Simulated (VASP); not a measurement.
# SnTe (Fm-3m) in VASP: notebook

Runs on SnTe. Level: PBE. Tasks: single point.

Everything below comes from runs of VASP 6.6.1. Logs are shortened: lines on timing, memory, paths and dates and some standing lists are left out, and cuts for length are marked.

## (1) The cell of the first run

It takes space group Fm-3m (No. 225, cubic). The conventional cell has a = 6.379 Å, b = 6.379 Å, c = 6.379 Å, α = 90.00°, β = 90.00°, γ = 90.00°. Sn (site symmetry m-3m) has 6 Te at 3.19 Å within 4.2 Å. Te (site symmetry m-3m) has 6 Sn at 3.19 Å within 4.2 Å.

## (2) Single point, PBE, collinear spin, zero start

Contents of INCAR:

```
PREC     = Accurate       # precision mode
ENCUT    = 500            # plane-wave cutoff, eV
EDIFF    = 1E-6           # SCF threshold, eV
ISMEAR   = -1             # smearing method
SIGMA    = 0.02           # smearing width, eV
LREAL    = F              # projectors in reciprocal space
LASPH    = T              # aspherical terms in the spheres
NELM     = 200            # most SCF steps
ALGO     = Normal         # electronic algorithm
ISIF     = 2              # what is computed and relaxed
LWAVE    = F              # write WAVECAR
LCHARG   = F              # write CHGCAR
ISPIN    = 2              # spin polarisation
MAGMOM   = 0 0            # initial moments
LORBIT   = 11             # projections on sites
GGA      = PE             # functional
NBANDS   = 21             # bands
GGA_COMPAT= F
```

Contents of KPOINTS:

```
Automatic mesh
0
Gamma
  6 6 6
```

Contents of POSCAR:

```
SnTe
1.0
    0.0000000000      3.1893303407      3.1893303407
    3.1893303407      0.0000000000      3.1893303407
    3.1893303407      3.1893303407      0.0000000000
Sn Te
1 1
Direct
    0.0000000000      0.0000000000      0.0000000000
    0.5000000000      0.5000000000      0.5000000000
```

Potentials or basis: VASP PAW PBE potentials, release 64 (Sn_d, Te).

Run with:

```console
> cat potpaw_PBE.64/Sn_d/POTCAR potpaw_PBE.64/Te/POTCAR > POTCAR
> mpirun -np 1 vasp_std > vasp.out
```

OUTCAR:

```text
PREC = Accurate
   ENCUT = 500
   EDIFF = 1E-6
   ISMEAR = -1
   LREAL = F
   LASPH = T
   NELM = 200
   ISIF = 2
   ISPIN = 2
   LORBIT = 11
   GGA = PE

 ion  position               nearest neighbor table
   1  0.000  0.000  0.000-   2 3.19   2 3.19   2 3.19   2 3.19   2 3.19   2 3.19
   2  0.500  0.500  0.500-   1 3.19   1 3.19   1 3.19   1 3.19   1 3.19   1 3.19

  LATTYP: Found a face centered cubic cell.
 ALAT       =     6.3786606814

  Lattice vectors:

 A1 = (   0.0000000000,   3.1893303407,   3.1893303407)
 A2 = (   3.1893303407,   0.0000000000,   3.1893303407)
 A3 = (   3.1893303407,   3.1893303407,   0.0000000000)

Analysis of symmetry for initial positions (statically):
=====================================================================
 Subroutine PRICEL returns:
 Original cell was already a primitive cell.

 Routine SETGRP: Setting up the symmetry group for a
 face centered cubic supercell.

 Subroutine GETGRP returns: Found 48 space group operations
[... 9 lines left out ...]

 Routine SETGRP: Setting up the symmetry group for a
 face centered cubic supercell.

 Subroutine GETGRP returns: Found 48 space group operations
 (whereof 48 operations were pure point group operations)
 out of a pool of 48 trial point group operations.

The dynamic configuration has the point symmetry O_h .

Analysis of structural, dynamic, and magnetic symmetry:
=====================================================================
 Subroutine PRICEL returns:
 Original cell was already a primitive cell.

 Routine SETGRP: Setting up the symmetry group for a
 face centered cubic supercell.

 Subroutine GETGRP returns: Found 48 space group operations
 (whereof 48 operations were pure point group operations)
 out of a pool of 48 trial point group operations.

The overall configuration has the point symmetry O_h .

 Subroutine INISYM returns: Found 48 space group operations
[... 5 lines left out ...]
                                     Primitive cell

  volume of cell :      64.8826

  direct lattice vectors                    reciprocal lattice vectors
     0.000000000  3.189330341  3.189330341    -0.156772722  0.156772722  0.156772722
     3.189330341  0.000000000  3.189330341     0.156772722 -0.156772722  0.156772722
     3.189330341  3.189330341  0.000000000     0.156772722  0.156772722 -0.156772722

  length of vectors
     4.510394223  4.510394223  4.510394223     0.271538320  0.271538320  0.271538320

  position of ions in fractional coordinates (direct lattice)
     0.000000000  0.000000000  0.000000000
     0.500000000  0.500000000  0.500000000

  ion indices of the primitive-cell ions
   primitive index   ion index
                 1           1
                 2           2

----------------------------------------------------------------------------------------

 KPOINTS: Automatic mesh

Automatic generation of k-mesh.
 Grid dimensions read from file:
 generate k-points for:    6    6    6

 Generating k-lattice:

  Cartesian coordinates                     Fractional coordinates (reciprocal lattice)
    -0.026128787  0.026128787  0.026128787     0.166666667  0.000000000  0.000000000
     0.026128787 -0.026128787  0.026128787     0.000000000  0.166666667  0.000000000
     0.026128787  0.026128787 -0.026128787     0.000000000  0.000000000  0.166666667

  Length of vectors
     0.045256387  0.045256387  0.045256387

  Shift w.r.t. Gamma in fractional coordinates (k-lattice)
     0.000000000  0.000000000  0.000000000

 Subroutine IBZKPT returns following result:
 ===========================================

 Found     16 irreducible k-points:

 Following reciprocal coordinates:
            Coordinates               Weight
  0.000000  0.000000  0.000000      1.000000
  0.166667  0.000000  0.000000      8.000000
  0.333333  0.000000  0.000000      8.000000
  0.500000  0.000000  0.000000      4.000000
  0.166667  0.166667  0.000000      6.000000
  0.333333  0.166667  0.000000     24.000000
[... 8 lines left out ...]
 -0.333333  0.333333  0.166667     24.000000
 -0.333333  0.500000  0.166667     12.000000
   k-points           NKPTS =     16   k-points in BZ     NKDIM =     16   number of bands    NBANDS=     21
   number of dos      NEDOS =    301   number of ions     NIONS =      2
   total plane-waves  NPLWV =  46656
   dimension x,y,z NGX =    36 NGY =   36 NGZ =   36
   dimension x,y,z NGXF=    72 NGYF=   72 NGZF=   72
   ions per type =               1   1
   NGX,Y,Z   is equivalent  to a cutoff of  13.27, 13.27, 13.27 a.u.
   NGXF,Y,Z  is equivalent  to a cutoff of  26.54, 26.54, 26.54 a.u.
 SYSTEM =  unknown system
   PREC   = accura    normal or accurate (medium, high low for compatibility)
   ISTART =      0    job   : 0-new  1-cont  2-samecut
   ICHARG =      2    charge: 1-file 2-atom 10-const
   ISPIN  =      2    spin polarized calculation?
   LNONCOLLINEAR =      F non collinear calculations
   LSORBIT =      F    spin-orbit coupling
   LASPH  =      T    aspherical Exc in radial PAW
   ENCUT  =  500.0 eV  36.75 Ry    6.06 a.u.   8.22  8.22  8.22*2*pi/ulx,y,z
   NELM   =    200;   NELMIN=  2; NELMDL= -5     # of ELM steps
   EDIFF  = 0.1E-05   stopping-criterion for ELM
   LREAL  =      F    real-space projection
   EDIFFG = 0.1E-04   stopping-criterion for IOM
   NSW    =      0    number of steps for IOM
   IBRION =     -1    ionic relax: 0-MD 1-quasi-New 2-CG
   NFREE  =      0    steps in history (QN), initial steepest desc. (CG)
   ISIF   =      2    stress and relaxation
   ISYM   =      2    0-nonsym 1-usesym 2-fastsym
   POTIM  = 0.5000    time-step for ionic-motion
   TEBEG  =    0.0;   TEEND  =   0.0 temperature during run
   PSTRESS=    0.0 pullay stress
   NELECT =      20.0000    total number of electrons
   NUPDOWN=      -1.0000    fix difference up-down
   EMIN   =  10.00;   EMAX   =-10.00  energy-range for DOS
   EFERMI =   0.00;   METHOD = LEGACY
   ISMEAR =    -1;   SIGMA  =   0.02  broadening in eV -4-tet -1-fermi 0-gaus
   EFERMI_NEDOS =   21; number of points for ismear=-14 and -15
   IALGO  =     38    algorithm
   IMIX   =      4    mixing-type and parameters
     AMIX     =   0.40;   BMIX     =  1.00
     AMIX_MAG =   1.60;   BMIX_MAG =  1.00
  volume/ion in A,a.u.               =      32.44       218.92
  Fermi-wavevector in a.u.,A,eV,Ry     =   1.105882  2.089813 16.639575  1.222974
  Thomas-Fermi vector in A             =   2.242375
   LORBIT       =     11    0 simple, 1 ext, 2 COOP (PROOUT), +10 PAW based schemes
   GGA     = PE    functional components
   LHFCALC =     F    Hartree Fock is set to
   AEXX    =    0.0000 exact exchange contribution
   IVDW    =     0    specifies the selected vdW correction
   LEPSILON=     F    determine dielectric tensor
   LRPA    =     F    only Hartree local field effects (RPA)
 spin polarized calculation
  energy-cutoff  :      500.00
  volume of cell :       64.88
 maximum number of plane-waves:      1676
 NGX is ok and might be reduce to    36
   NGX = 17   NGY = 17   NGZ = 17

 number of electron      20.0000002 magnetization       0.0000083

 number of electron      20.0000002 magnetization      -0.0000064

 Free energy of the ion-electron system (eV)
  ---------------------------------------------------
  ext. energy  EPLUGINS =         0.00000000
  ---------------------------------------------------
  free energy    TOTEN  =        -7.56275371 eV

  energy without entropy =       -7.56173699  energy(sigma->0) =       -7.56224535

 E-fermi :   6.5357     XC(G=0):  -9.3346

 val. band max:        6.5310250103   @ k =   0.5000   0.0000   0.0000
 cond. band min:       6.5404254628   @ k =   0.5000   0.0000   0.0000
 fundamental gap:      0.0094004525
 Fermi energy:         6.5357246781

 spin component 1

 k-point     1 :       0.0000    0.0000    0.0000
  band No.  band energies     occupation
      1     -15.3920      1.00000
      2     -15.3920      1.00000
      3     -15.3879      1.00000
      4     -15.3879      1.00000
      5     -15.3879      1.00000
      6      -6.0318      1.00000
[... 13 lines left out ...]
     20      14.2721      0.00000
     21      25.0134      0.00000

 k-point     2 :       0.1667    0.0000    0.0000
  band No.  band energies     occupation
      1     -15.3929      1.00000
      2     -15.3929      1.00000
      3     -15.3876      1.00000
      4     -15.3866      1.00000
      5     -15.3866      1.00000
      6      -5.8134      1.00000
[... 13 lines left out ...]
     20      15.6275      0.00000
     21      22.0425      0.00000
[... 294 lines left out ...]
      4     -15.3844      1.00000
      5     -15.3800      1.00000
      6      -4.5858      1.00000
[... 13 lines left out ...]
     20      19.8007      0.00000
     21      20.1827      0.00000

 k-point    16 :      -0.3333    0.5000    0.1667
  band No.  band energies     occupation
      1     -15.4030      1.00000
      2     -15.3907      1.00000
      3     -15.3882      1.00000
      4     -15.3820      1.00000
      5     -15.3788      1.00000
      6      -4.5115      1.00000
[... 13 lines left out ...]
     20      18.6123      0.00000
     21      19.7962      0.00000
 Fermi energy:         6.5357246781

 spin component 2

 k-point     1 :       0.0000    0.0000    0.0000
  band No.  band energies     occupation
      1     -15.3920      1.00000
      2     -15.3920      1.00000
      3     -15.3879      1.00000
      4     -15.3879      1.00000
      5     -15.3879      1.00000
      6      -6.0318      1.00000
[... 13 lines left out ...]
     20      14.2721      0.00000
     21      25.0134      0.00000

 k-point     2 :       0.1667    0.0000    0.0000
  band No.  band energies     occupation
      1     -15.3929      1.00000
      2     -15.3929      1.00000
      3     -15.3876      1.00000
      4     -15.3866      1.00000
      5     -15.3866      1.00000
      6      -5.8134      1.00000
[... 13 lines left out ...]
     20      15.6275      0.00000
     21      22.0425      0.00000
[... 295 lines left out ...]
      5     -15.3800      1.00000
      6      -4.5857      1.00000
[... 13 lines left out ...]
     20      19.8007      0.00000
     21      20.1827      0.00000

 k-point    16 :      -0.3333    0.5000    0.1667
  band No.  band energies     occupation
      1     -15.4030      1.00000
      2     -15.3907      1.00000
      3     -15.3881      1.00000
      4     -15.3819      1.00000
      5     -15.3787      1.00000
      6      -4.5115      1.00000
[... 13 lines left out ...]
     20      18.6123      0.00000
     21      19.7966      0.00000

------------------------ aborting loop because EDIFF is reached ----------------------------------------

  FORCE on cell =-STRESS in cart. coord.  units (eV):
  Direction    XX          YY          ZZ          XY          YZ          ZX
  --------------------------------------------------------------------------------------
  -------------------------------------------------------------------------------------
  Total        0.2419837      0.2419837      0.2419837      0.0000000      0.0000000     -0.0000000
  in kB        5.9754154      5.9754154      5.9754154      0.0000000      0.0000000     -0.0000000
  external PRESSURE =       5.9754154 kB  Pullay stress =       0.0000000 kB

 VOLUME and BASIS-vectors are now :
 -----------------------------------------------------------------------------
  energy-cutoff  :      500.00
  volume of cell :       64.88
      direct lattice vectors                 reciprocal lattice vectors
     0.000000000  3.189330341  3.189330341    -0.156772722  0.156772722  0.156772722
     3.189330341  0.000000000  3.189330341     0.156772722 -0.156772722  0.156772722
     3.189330341  3.189330341  0.000000000     0.156772722  0.156772722 -0.156772722

 POSITION                                       TOTAL-FORCE (eV/Angst)
 -----------------------------------------------------------------------------------
      0.00000      0.00000      0.00000         0.000000      0.000000     -0.000000
      3.18933      3.18933      3.18933         0.000000     -0.000000      0.000000
 -----------------------------------------------------------------------------------
    total drift:                               -0.000000      0.000000      0.000000

  FREE ENERGIE OF THE ION-ELECTRON SYSTEM (eV)
  ---------------------------------------------------
  free  energy   TOTEN  =        -7.5627537146 eV

  energy  without entropy=       -7.5617369906  energy(sigma->0) =       -7.56224535

 total charge

# of ion       s       p       d       tot
------------------------------------------
    1        1.371   0.710   9.979  12.060
    2        1.385   1.958   0.026   3.369
--------------------------------------------------
tot          2.756   2.668  10.005  15.430

 magnetization (x)

# of ion       s       p       d       tot
------------------------------------------
    1       -0.000  -0.000  -0.000  -0.000
    2       -0.000   0.000  -0.000   0.000
--------------------------------------------------
tot         -0.000   0.000  -0.000  -0.000
```

Wall time 2.9 min (1 thread of Intel Xeon 8259CL, shared host); peak memory 0.25 GiB.

What came out:

```
Free energy                                           : -7.5628 eV
Pressure                                              : 0.6 GPa
Band gap on the k mesh                                : 0.01 eV, direct
Net moment                                            : 0.00 μB per cell
Valence electrons inside the program's atomic spheres : Sn 12.06; Te 3.37
```

Caveat: spin-orbit coupling is left out, which moves the levels of the heavy elements.

## (3) Single point, PBE

Contents of INCAR:

```
SYSTEM = SnTe
  ALGO = Normal
  EDIFF = 1E-6
  ENCUT = 500
  GGA = PE
  GGA_COMPAT = .FALSE.
  ISIF = 2
  ISMEAR = -1
  ISYM = 0
  LASPH = .TRUE.
  LCHARG = .FALSE.
  LREAL = .FALSE.
  LWAVE = .FALSE.
  NBANDS = 17
  NELM = 120
  PREC = Accurate
  SIGMA = 0.02
```

Contents of KPOINTS:

```
k-points
0
G
  6 6 6
  0 0 0
```

POSCAR is that of step 2.

Potentials or basis: VASP PAW PBE potentials, release 64 (Sn_d, Te).

Run with:

```console
> cat potpaw_PBE.64/Sn_d/POTCAR potpaw_PBE.64/Te/POTCAR > POTCAR
> mpirun -np 1 vasp_std > vasp.out
```

Wall time 5 min (1 thread of Intel Xeon 8259CL, shared host); peak memory 0.28 GiB.

Results (log left out):

- Free energy: -7.5628 eV
- Pressure: 0.6 GPa
- Band gap on the k mesh: 0.01 eV, direct

Levels at points of the mesh, in eV from the valence-band top:
```tsv
k point	band 7	band 8	band 9	band 10	band 11	band 12	band 13	band 14
(0.00, 0.00, 0.00)	-4.84	-2.07	-2.07	-2.07	3.25	3.25	3.25	4.79
(0.50, 0.00, 0.00)	-8.17	-1.74	-1.74	0.00	0.01	0.40	0.40	7.67
(0.00, 0.50, 0.00)	-8.17	-1.74	-1.74	0.00	0.01	0.40	0.40	7.67
(0.00, 0.00, 0.50)	-8.17	-1.74	-1.74	0.00	0.01	0.40	0.40	7.67
(0.50, 0.50, 0.50)	-8.17	-1.74	-1.74	0.00	0.01	0.40	0.40	7.67
(0.50, 0.50, 0.00)	-6.47	-5.35	-3.59	-3.59	2.29	4.72	4.72	6.09
(0.00, 0.50, 0.50)	-6.47	-5.35	-3.59	-3.59	2.29	4.72	4.72	6.09
(0.50, 0.00, 0.50)	-6.47	-5.35	-3.59	-3.59	2.29	4.72	4.72	6.09
```

Caveat: spin-orbit coupling is left out, which moves the levels of the heavy elements.
